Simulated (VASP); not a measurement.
# ZnS: single point with PBEsol

Crystal: ZnS.

```
Zn S
1.0
     3.93751    0.00000    0.00000
    -1.96875    3.40998    0.00000
     0.00000    0.00000    5.72631
Zn S
2 2
Direct
  0.33333 0.66667 0.00544
  0.66667 0.33333 0.50544
  0.33333 0.66667 0.37956
  0.66667 0.33333 0.87956
```

```yaml
Program: VASP 6.6.1
Task: single point
Functional: PBEsol
Potentials_or_basis: VASP PAW PBE potentials, release 64 (Zn, S)
Cutoff: 520 eV
k_mesh: 9 × 9 × 6
Occupations: gaussian, width 0.05 eV
Spin: no spin polarisation
```

```yaml
Pressure: 2.6 GPa
Largest_force: 1.375 eV/Å
Band_gap_on_the_k_mesh: 2.11 eV
```

Forces on the atoms (eV/Å):
```
Zn   0.000  0.000 -1.375
Zn   0.000  0.000 -1.375
S    0.000  0.000  1.375
S    0.000  0.000  1.375
```

Stress tensor (GPa, compression positive):
```
-4.68  0.00  0.00
 0.00 -4.68  0.00
 0.00  0.00 17.08
```

Levels at points of the mesh, in eV from the valence-band top:
```
           k point  band 16  band 17  band 18  band 19  band 20  band 21
(0.00, 0.00, 0.00)    -0.14    -0.14     0.00     2.11     2.13     5.65
(0.00, 0.00, 0.50)    -0.85    -0.85    -0.85     3.09     3.09     6.13
```

Run time: 2.4 min on 1 thread of Intel Xeon 8259CL (shared host), peak memory 0.24 GiB.

Caveat: the PAW data sets were made with another functional, which shifts forces and pressure a little; an odd mesh through Γ misses points on the zone boundary, where band edges can lie. As with any semilocal functional, this PBEsol gap is likely too small.
